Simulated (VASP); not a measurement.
Here is a VASP 6.6.1 calculation.

Contents of INCAR:

```
SYSTEM = Ti
ALGO = Normal ; EDIFF = 1E-7
EDIFFG = -0.02 ; ENCUT = 450
GGA = PE ; GGA_COMPAT = .FALSE.
IBRION = 2 ; ISIF = 2
ISMEAR = -1 ; LASPH = .TRUE.
LCHARG = .FALSE. ; LREAL = .FALSE.
LWAVE = .FALSE. ; NELM = 120
NELMIN = 4 ; NSW = 80
PREC = Accurate ; SIGMA = 0.05
```

File KPOINTS:

```
k-points
0
G
  18 18 10
  0 0 0
```

File POSCAR:

```
Ti
1.0
    2.9499978604      0.0000000000      0.0000000000
   -1.4749989302      2.5547730882      0.0000000000
    0.0000000000      0.0000000000      4.6391400000
Ti
2
Direct
    0.3333333333      0.6666666667      0.2500000000
    0.6666666667      0.3333333333      0.7500000000
```

Potentials or basis: VASP PAW PBE potentials, release 64 (Ti_sv).

The run is started by

```console
$ cat potpaw_PBE.64/Ti_sv/POTCAR > POTCAR
$ mpirun -np 1 vasp_std > vasp.out
```

(1) What does it give for the band gap on the k mesh?

Answers

(1) zero (bands 12 and 13 overlap by 1.09 eV).

Caveat: the cell differs from its parent crystal (z stretched by -1 %); the relaxation stopped at its first step, so nothing moved.
